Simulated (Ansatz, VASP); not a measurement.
# Se in VASP and in Ansatz

Contents of INCAR:

```
SYSTEM = Se
ALGO = Normal
EDIFF = 1E-6
ENCUT = 520
GGA = PS
ISIF = 2
ISMEAR = 0
LASPH = .True.
LCHARG = .False.
LREAL = .False.
LWAVE = .False.
NBANDS = 13
NELM = 100
PREC = Accurate
SIGMA = 0.1
```

KPOINTS

```
k-points
0
Gamma
  12 12 12
  0 0 0
```

File POSCAR:

```
Se
1.0
    0.0000000000      3.0335186345      3.0335186345
    3.0335186345      0.0000000000      3.0335186345
    3.0335186345      3.0335186345      0.0000000000
Se
2
Direct
    0.5000000000      0.5000000000      0.5000000000
    0.7500000000      0.7500000000      0.7500000000
```

Input for Ansatz:

```yaml
crystal:
  lattice:
    - [0.0, 3.0335186345, 3.0335186345]
    - [3.0335186345, 0.0, 3.0335186345]
    - [3.0335186345, 3.0335186345, 0.0]
  atoms:
    - { symbol: Se, position: [0.5, 0.5, 0.5] }
    - { symbol: Se, position: [0.75, 0.75, 0.75] }
basis:
  ecutwfc: 420
kpoints:
  mp_grid: { grid: [12, 12, 12] }
hamiltonian:
  xc: pbesol
scf:
  occupations: { method: gaussian, width: 0.1 }
output:
  forces: true
  stress: true
  eigenvalues: true
```

Alike in both runs: task single point; functional PBEsol; k mesh 12 × 12 × 12; occupations gaussian, width 0.1 eV; no spin polarisation.

```csv
,VASP,Ansatz
version,VASP 6.6.1,Ansatz 0.2.0
potentials or method,"VASP PAW PBE potentials, release 64 (Se), cutoff 520 eV","scalar-relativistic, plane waves, PAW"
valence electrons in the cell,12,32
```

|  | VASP | Ansatz | Ansatz less VASP |
| --- | --- | --- | --- |
| gap on the k mesh at the Fermi level (eV) | none | none | - |
| pressure (GPa) | 4.0 | 3.9 | -0.11 |

VASP's potentials were made for PBE, not for PBEsol. A gap of «none» marks a metal or a gap that the smearing closes. The functional is the same, so the differences come from potentials, cutoffs and numerics. VASP's potentials hold 12 valence electrons a cell and Ansatz's 32, so a difference there can come from the potentials and not from the codes.
